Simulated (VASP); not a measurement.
# Si (a cell with a defect) in VASP: relaxation of the atoms with LDA

Aim: the relaxation of the atoms of Si (a cell with a defect) with LDA.

Everything below comes from runs of VASP 6.6.1. Logs are shortened: lines on timing, memory, paths and dates and some standing lists are left out, and cuts for length are marked.

## Step 1: The cell of the first run

The cell holds a defect, 31 atoms: a = 9.356 Å, b = 9.356 Å, c = 9.356 Å, α = 109.47°, β = 109.47°, γ = 109.47°.

## Step 2: Relaxation of the atoms, LDA (atoms taken out)

File INCAR:

```
ALGO = Normal ; EDIFF = 1E-7
EDIFFG = -0.02 ; ENCUT = 450
GGA = CA ; GGA_COMPAT = False
IBRION = 2 ; ISIF = 2
ISMEAR = 0 ; LASPH = True
LCHARG = False ; LREAL = Auto
LWAVE = False ; NELECT = 126.0
NELM = 120 ; NELMIN = 4
NSW = 80 ; PREC = Accurate
SIGMA = 0.02
```

File KPOINTS:

```
Automatic mesh
0
Gamma
  2 2 2
  0.5 0.5 0.5
```

File POSCAR:

```
Si
1.0
   -5.4019422754     -5.4019422754      5.4019422754
    5.4019422754     -5.4019422754     -5.4019422754
    5.4019422754      5.4019422754      5.4019422754
Si
31
Direct
    0.2500000000      0.7500000000      0.5000000000
    0.0000000000      0.7500000000      0.0000000000
    0.5000000000      0.5000000000      0.7500000000
    0.2500000000      0.5000000000      0.0000000000
    0.0000000000      0.5000000000      0.2500000000
    0.7500000000      0.7500000000      0.2500000000
    0.5000000000      0.7500000000      0.5000000000
    0.0000000000      0.0000000000      0.7500000000
    0.7500000000      0.2500000000      0.7500000000
    0.5000000000      0.2500000000      0.0000000000
    0.2500000000      0.2500000000      0.2500000000
    0.0000000000      0.2500000000      0.5000000000
    0.7500000000      0.5000000000      0.5000000000
    0.7500000000      0.0000000000      0.0000000000
    0.5000000000      0.0000000000      0.2500000000
    0.2500000000      0.0000000000      0.5000000000
    0.0000000000      0.7500000000      0.7500000000
    0.5000000000      0.5000000000      0.5000000000
    0.2500000000      0.5000000000      0.7500000000
    0.0000000000      0.5000000000      0.0000000000
    0.7500000000      0.7500000000      0.0000000000
    0.5000000000      0.7500000000      0.2500000000
    0.0000000000      0.0000000000      0.5000000000
    0.7500000000      0.2500000000      0.5000000000
    0.5000000000      0.2500000000      0.7500000000
    0.2500000000      0.2500000000      0.0000000000
    0.0000000000      0.2500000000      0.2500000000
    0.7500000000      0.5000000000      0.2500000000
    0.7500000000      0.0000000000      0.7500000000
    0.5000000000      0.0000000000      0.0000000000
    0.2500000000      0.0000000000      0.2500000000
```

Potentials or basis: VASP PAW LDA potentials, release 64 (Si).

Run with:

```sh
> cat potpaw_LDA.64/Si/POTCAR > POTCAR
> mpirun -np 1 vasp_std > vasp.out
```

OUTCAR:

```text
EDIFF = 1E-7
   EDIFFG = -0.02
   ENCUT = 450
   GGA = CA
   IBRION = 2
   ISIF = 2
   ISMEAR = 0
   LASPH = True
   LREAL = Auto
   NELECT = 126.0
   NELM = 120
   NELMIN = 4
   NSW = 80
   PREC = Accurate

 ion  position               nearest neighbor table
   1  0.250  0.750  0.500-   5 2.34   7 2.34  16 2.34
   2  0.000  0.750  0.000-  17 2.34  20 2.34  21 2.34  31 2.34
   3  0.500  0.500  0.750-  18 2.34  19 2.34  21 2.34  25 2.34
   4  0.250  0.500  0.000-  19 2.34  20 2.34  22 2.34  26 2.34
   5  0.000  0.500  0.250-   1 2.34  20 2.34  27 2.34  28 2.34
   6  0.750  0.750  0.250-  21 2.34  22 2.34  23 2.34  28 2.34
   7  0.500  0.750  0.500-   1 2.34  18 2.34  22 2.34  29 2.34
   8  0.000  0.000  0.750-  17 2.34  23 2.34  26 2.34  29 2.34
   9  0.750  0.250  0.750-  20 2.34  24 2.34  25 2.34  29 2.34
  10  0.500  0.250  0.000-  25 2.34  26 2.34  28 2.34  30 2.34
  11  0.250  0.250  0.250-  18 2.34  26 2.34  27 2.34  31 2.34
  12  0.000  0.250  0.500-  19 2.34  23 2.34  24 2.34  27 2.34
  13  0.750  0.500  0.500-  17 2.34  18 2.34  24 2.34  28 2.34
  14  0.750  0.000  0.000-  21 2.34  27 2.34  29 2.34  30 2.34
  15  0.500  0.000  0.250-  22 2.34  24 2.34  30 2.34  31 2.34
  16  0.250  0.000  0.500-   1 2.34  23 2.34  25 2.34  31 2.34
  17  0.000  0.750  0.750-   2 2.34   8 2.34  13 2.34
  18  0.500  0.500  0.500-   3 2.34   7 2.34  11 2.34  13 2.34
  19  0.250  0.500  0.750-   3 2.34   4 2.34  12 2.34
  20  0.000  0.500  0.000-   2 2.34   4 2.34   5 2.34   9 2.34
  21  0.750  0.750  0.000-   2 2.34   3 2.34   6 2.34  14 2.34
  22  0.500  0.750  0.250-   4 2.34   6 2.34   7 2.34  15 2.34
  23  0.000  0.000  0.500-   6 2.34   8 2.34  12 2.34  16 2.34
  24  0.750  0.250  0.500-   9 2.34  12 2.34  13 2.34  15 2.34
  25  0.500  0.250  0.750-   3 2.34   9 2.34  10 2.34  16 2.34
  26  0.250  0.250  0.000-   4 2.34   8 2.34  10 2.34  11 2.34
  27  0.000  0.250  0.250-   5 2.34  11 2.34  12 2.34  14 2.34
  28  0.750  0.500  0.250-   5 2.34   6 2.34  10 2.34  13 2.34
  29  0.750  0.000  0.750-   7 2.34   8 2.34   9 2.34  14 2.34
  30  0.500  0.000  0.000-  10 2.34  14 2.34  15 2.34
  31  0.250  0.000  0.250-   2 2.34  11 2.34  15 2.34  16 2.34

  LATTYP: Found a body centered cubic cell.
 ALAT       =    10.8038845508

  Lattice vectors:

 A1 = (  -5.4019422754,  -5.4019422754,   5.4019422754)
 A2 = (   5.4019422754,  -5.4019422754,  -5.4019422754)
 A3 = (   5.4019422754,   5.4019422754,   5.4019422754)

Analysis of symmetry for initial positions (statically):
=====================================================================
 Subroutine PRICEL returns:
 Original cell was already a primitive cell.

 Routine SETGRP: Setting up the symmetry group for a
 body centered cubic supercell.

 Subroutine GETGRP returns: Found 24 space group operations
 (whereof  2 operations were pure point group operations)
 out of a pool of 48 trial point group operations.

The static configuration has the point symmetry C_1h.
 The point group associated with its full space group is T_d .

Analysis of symmetry for dynamics (positions and initial velocities):
=====================================================================
 Subroutine PRICEL returns:
 Original cell was already a primitive cell.

 Routine SETGRP: Setting up the symmetry group for a
 body centered cubic supercell.

 Subroutine GETGRP returns: Found 24 space group operations
 (whereof  2 operations were pure point group operations)
 out of a pool of 48 trial point group operations.

The dynamic configuration has the point symmetry C_1h.
 The point group associated with its full space group is T_d .

 Subroutine INISYM returns: Found 24 space group operations
 (whereof  2 operations are pure point group operations),
 and found     1 'primitive' translations

----------------------------------------------------------------------------------------

                                     Primitive cell

  volume of cell :     630.5359

  direct lattice vectors                    reciprocal lattice vectors
    -5.401942275 -5.401942275  5.401942275     0.000000000 -0.092559301  0.092559301
     5.401942275 -5.401942275 -5.401942275     0.092559301 -0.092559301  0.000000000
     5.401942275  5.401942275  5.401942275     0.092559301  0.000000000  0.092559301

  length of vectors
     9.356438481  9.356438481  9.356438481     0.130898619  0.130898619  0.130898619

  position of ions in fractional coordinates (direct lattice)
     0.250000000  0.750000000  0.500000000
     0.000000000  0.750000000  0.000000000
     0.500000000  0.500000000  0.750000000
     0.250000000  0.500000000  0.000000000
     0.000000000  0.500000000  0.250000000
     0.750000000  0.750000000  0.250000000
[... 23 lines left out ...]
     0.500000000  0.000000000  0.000000000
     0.250000000  0.000000000  0.250000000

  ion indices of the primitive-cell ions
   primitive index   ion index
                 1           1
                 2           2
                 3           3
                 4           4
                 5           5
                 6           6
[... 23 lines left out ...]
                30          30
                31          31

----------------------------------------------------------------------------------------

 KPOINTS: Automatic mesh

Automatic generation of k-mesh.
 Grid dimensions read from file:
 generate k-points for:    2    2    2

 Generating k-lattice:

  Cartesian coordinates                     Fractional coordinates (reciprocal lattice)
     0.000000000 -0.046279650  0.046279650     0.500000000  0.000000000  0.000000000
     0.046279650 -0.046279650  0.000000000     0.000000000  0.500000000  0.000000000
     0.046279650  0.000000000  0.046279650     0.000000000  0.000000000  0.500000000

  Length of vectors
     0.065449309  0.065449309  0.065449309

  Shift w.r.t. Gamma in fractional coordinates (k-lattice)
     0.500000000  0.500000000  0.500000000

 Subroutine IBZKPT returns following result:
 ===========================================

 Found      2 irreducible k-points:

 Following reciprocal coordinates:
            Coordinates               Weight
  0.250000  0.250000  0.250000      2.000000
 -0.250000  0.250000  0.250000      6.000000
   k-points           NKPTS =      2   k-points in BZ     NKDIM =      2   number of bands    NBANDS=     79
   number of dos      NEDOS =    301   number of ions     NIONS =     31
   total plane-waves  NPLWV = 343000
   dimension x,y,z NGX =    70 NGY =   70 NGZ =   70
   dimension x,y,z NGXF=   140 NGYF=  140 NGZF=  140
   ions per type =              31
   NGX,Y,Z   is equivalent  to a cutoff of  12.44, 12.44, 12.44 a.u.
   NGXF,Y,Z  is equivalent  to a cutoff of  24.88, 24.88, 24.88 a.u.
 SYSTEM =  unknown system
   PREC   = accura    normal or accurate (medium, high low for compatibility)
   ISTART =      0    job   : 0-new  1-cont  2-samecut
   ICHARG =      2    charge: 1-file 2-atom 10-const
   ISPIN  =      1    spin polarized calculation?
   LNONCOLLINEAR =      F non collinear calculations
   LSORBIT =      F    spin-orbit coupling
   LASPH  =      T    aspherical Exc in radial PAW
   ENCUT  =  450.0 eV  33.07 Ry    5.75 a.u.  16.18 16.18 16.18*2*pi/ulx,y,z
   NELM   =    120;   NELMIN=  4; NELMDL= -5     # of ELM steps
   EDIFF  = 0.1E-06   stopping-criterion for ELM
   LREAL  =      T    real-space projection
   EDIFFG = -.2E-01   stopping-criterion for IOM
   NSW    =     80    number of steps for IOM
   IBRION =      2    ionic relax: 0-MD 1-quasi-New 2-CG
   NFREE  =      1    steps in history (QN), initial steepest desc. (CG)
   ISIF   =      2    stress and relaxation
   ISYM   =      2    0-nonsym 1-usesym 2-fastsym
   POTIM  = 0.5000    time-step for ionic-motion
   TEBEG  =    0.0;   TEEND  =   0.0 temperature during run
   PSTRESS=    0.0 pullay stress
   NELECT =     126.0000    total number of electrons
   NUPDOWN=      -1.0000    fix difference up-down
   EMIN   =  10.00;   EMAX   =-10.00  energy-range for DOS
   EFERMI =   0.00;   METHOD = LEGACY
   ISMEAR =     0;   SIGMA  =   0.02  broadening in eV -4-tet -1-fermi 0-gaus
   EFERMI_NEDOS =   21; number of points for ismear=-14 and -15
   IALGO  =     38    algorithm
   IMIX   =      4    mixing-type and parameters
     AMIX     =   0.40;   BMIX     =  1.00
     AMIX_MAG =   1.60;   BMIX_MAG =  1.00
  volume/ion in A,a.u.               =      20.34       137.26
  Fermi-wavevector in a.u.,A,eV,Ry     =   0.957110  1.808675 12.463741  0.916059
  Thomas-Fermi vector in A             =   2.086098
   LORBIT       =      0    0 simple, 1 ext, 2 COOP (PROOUT), +10 PAW based schemes
   GGA     = CA    functional components
   LHFCALC =     F    Hartree Fock is set to
   AEXX    =    0.0000 exact exchange contribution
   IVDW    =     0    specifies the selected vdW correction
   LEPSILON=     F    determine dielectric tensor
   LRPA    =     F    only Hartree local field effects (RPA)
 conjugate gradient relaxation of ions
 non-spin polarized calculation
 Gauss-broadening in eV      SIGMA  =   0.02
  energy-cutoff  :      450.00
  volume of cell :      630.54
 maximum number of plane-waves:     13700
 NGX is ok and might be reduce to    70
   NGX = 33   NGY = 33   NGZ = 33

--------------------------------------- Ionic step        1  -------------------------------------------

 number of electron     125.9999985 magnetization

 Free energy of the ion-electron system (eV)
  ---------------------------------------------------
  ext. energy  EPLUGINS =         0.00000000
  ---------------------------------------------------
  free energy    TOTEN  =      -168.66247909 eV

  energy without entropy =     -168.65187882  energy(sigma->0) =     -168.65717895

------------------------ aborting loop because EDIFF is reached ----------------------------------------

  FORCE on cell =-STRESS in cart. coord.  units (eV):
  Direction    XX          YY          ZZ          XY          YZ          ZX
  --------------------------------------------------------------------------------------
  -------------------------------------------------------------------------------------
  Total       16.9717496     16.9717496     16.9717496      0.0000000     -0.0000000     -0.0000000
  in kB       43.1248293     43.1248293     43.1248293      0.0000000     -0.0000000     -0.0000000
  external PRESSURE =      43.1248293 kB  Pullay stress =       0.0000000 kB
[... 176 lines left out ...]
  FREE ENERGIE OF THE ION-ELECTRON SYSTEM (eV)
  ---------------------------------------------------
  free  energy   TOTEN  =      -168.8290744373 eV

  energy  without entropy=     -168.8184741599  energy(sigma->0) =     -168.82377430

[... ionic steps 4 to 11 ...]

--------------------------------------- Ionic step       12  -------------------------------------------

 number of electron     125.9999994 magnetization

------------------------ aborting loop because EDIFF is reached ----------------------------------------
[... 125 lines left out ...]
--------------------------------------- Ionic step       14  -------------------------------------------

 number of electron     125.9999994 magnetization

 Free energy of the ion-electron system (eV)
  ---------------------------------------------------
  ext. energy  EPLUGINS =         0.00000000
  ---------------------------------------------------
  free energy    TOTEN  =      -169.19581816 eV

  energy without entropy =     -169.18521788  energy(sigma->0) =     -169.19051802

 E-fermi :   5.8242     XC(G=0):  -9.6290

 val. band max:        5.8104719960   @ k =  -0.2500   0.2500   0.2500
 cond. band min:       6.0223106758   @ k =   0.2500   0.2500   0.2500
 fundamental gap:      0.2118386798
 Fermi energy:         5.8241522821

 k-point     1 :       0.2500    0.2500    0.2500
  band No.  band energies     occupation
      1      -5.5272      2.00000
      2      -5.5272      2.00000
      3      -5.5272      2.00000
      4      -5.2855      2.00000
      5      -3.6491      2.00000
      6      -3.6491      2.00000
[... 67 lines left out ...]
     74       7.2366      0.00000
     75       7.2366      0.00000

 k-point     2 :      -0.2500    0.2500    0.2500
  band No.  band energies     occupation
      1      -6.0078      2.00000
      2      -5.0164      2.00000
      3      -4.9631      2.00000
      4      -4.9631      2.00000
      5      -4.8253      2.00000
      6      -4.1124      2.00000
[... 67 lines left out ...]
     74       8.0349      0.00000
     75       8.0764      0.00000
 [bands above 75 left out]

------------------------ aborting loop because EDIFF is reached ----------------------------------------

  FORCE on cell =-STRESS in cart. coord.  units (eV):
  Direction    XX          YY          ZZ          XY          YZ          ZX
  --------------------------------------------------------------------------------------
  -------------------------------------------------------------------------------------
  Total        8.6990422      8.6990422      8.6990422     -0.0000000      0.0000000     -0.0000000
  in kB       22.1040681     22.1040681     22.1040681     -0.0000000      0.0000000     -0.0000000
  external PRESSURE =      22.1040681 kB  Pullay stress =       0.0000000 kB
[... 46 lines left out ...]
  FREE ENERGIE OF THE ION-ELECTRON SYSTEM (eV)
  ---------------------------------------------------
  free  energy   TOTEN  =      -169.1958181616 eV

  energy  without entropy=     -169.1852178840  energy(sigma->0) =     -169.19051802

 reached required accuracy - stopping structural energy minimisation
```

Run time: 15 min. Hardware: 1 thread of Intel Xeon 6975P-C (Granite Rapids), shared host; peak memory 0.51 GiB.

Results:

| Property | Result |
| --- | --- |
| Free energy | -169.1958 eV |
| Energy gained by relaxing | 17.2 meV/atom |
| Ionic steps | 14 |
| Largest force after relaxing | 0.004 eV/Å |

Forces in eV/Å, atoms in the order of the input:
```
Si   0.002  0.002  0.002
Si  -0.002 -0.002 -0.001
Si   0.002  0.001 -0.002
Si  -0.001 -0.002 -0.002
Si   0.002 -0.001  0.002
Si   0.000  0.000  0.000
Si   0.002  0.002 -0.001
Si  -0.002  0.001  0.002
Si   0.000  0.000  0.000
Si  -0.002  0.002  0.001
Si   0.000  0.000  0.000
Si   0.002 -0.002  0.001
Si   0.001 -0.002  0.002
Si   0.001  0.002 -0.002
Si  -0.002 -0.001 -0.002
Si  -0.001  0.002  0.002
Si  -0.002 -0.002  0.002
Si   0.001  0.001 -0.001
Si   0.002 -0.002 -0.002
Si  -0.001 -0.001 -0.001
Si   0.001  0.001 -0.001
Si  -0.001 -0.001 -0.001
Si  -0.001  0.001  0.001
Si   0.001 -0.001  0.001
Si  -0.001  0.001  0.001
Si  -0.001  0.001  0.001
Si   0.001 -0.001  0.001
Si   0.001 -0.001  0.001
Si   0.001  0.001 -0.001
Si  -0.002  0.002 -0.002
Si  -0.001 -0.001 -0.001
```

The path:
| step | energy change (eV) | largest force (eV/Å) | pressure (GPa) |
| --- | --- | --- | --- |
| 1 | 0.0000 | 0.6263 | 4.31 |
| 2 | -0.1114 | 0.5762 | 4.15 |
| 3 | -0.1666 | 0.5031 | 3.95 |
| 4 | -0.2442 | 0.4494 | 3.75 |
| 5 | -0.4101 | 0.2678 | 3.15 |
| 6 | -0.4440 | 0.4074 | 1.99 |
| 7 | -0.4778 | 0.3264 | 2.46 |
| 8 | -0.5210 | 0.0909 | 2.29 |
| 9 | -0.5232 | 0.0621 | 2.25 |
| 10 | -0.5271 | 0.0470 | 2.24 |
| 11 | -0.5308 | 0.0608 | 2.23 |
| 12 | -0.5329 | 0.0250 | 2.23 |
| 13 | -0.5329 | 0.0247 | 2.23 |
| 14 | -0.5333 | 0.0037 | 2.21 |

Final structure:
```
Si
1.0
    -5.40194   -5.40194    5.40194
     5.40194   -5.40194   -5.40194
     5.40194    5.40194    5.40194
Si
31
Direct
  0.25000 0.75000 0.53464
  0.00156 0.75000 0.99184
  0.49184 0.50156 0.75000
  0.25000 0.50156 0.99184
  0.00816 0.50816 0.25972
  0.75000 0.75000 0.25000
  0.49184 0.75000 0.50156
  0.00156 0.99184 0.75000
  0.75000 0.25000 0.75000
  0.49844 0.24028 0.99844
  0.25000 0.25000 0.25000
  0.00816 0.25972 0.50816
  0.75972 0.50816 0.50816
  0.74028 0.99844 0.99844
  0.49844 0.99844 0.24028
  0.25000 0.99184 0.50156
  0.03464 0.75000 0.75000
  0.50280 0.50225 0.50225
  0.25000 0.53464 0.75000
  0.00225 0.50225 0.00280
  0.75055 0.75000 0.99775
  0.49775 0.75000 0.25055
  0.00225 0.00280 0.50225
  0.74945 0.24945 0.49720
  0.49775 0.25055 0.75000
  0.25000 0.25055 0.99775
  0.99720 0.24945 0.24945
  0.74945 0.49720 0.24945
  0.75055 0.99775 0.75000
  0.46536 0.96536 0.96536
  0.25000 0.99775 0.25055
```

Caveat: the k points lie up to 0.41 Å⁻¹ apart; the cell carries a net charge on a neutralising background, which shifts energy and pressure; the cell differs from its parent crystal (atoms taken out); the cell is charged against a uniform background, so pressure and absolute levels hang on convention.
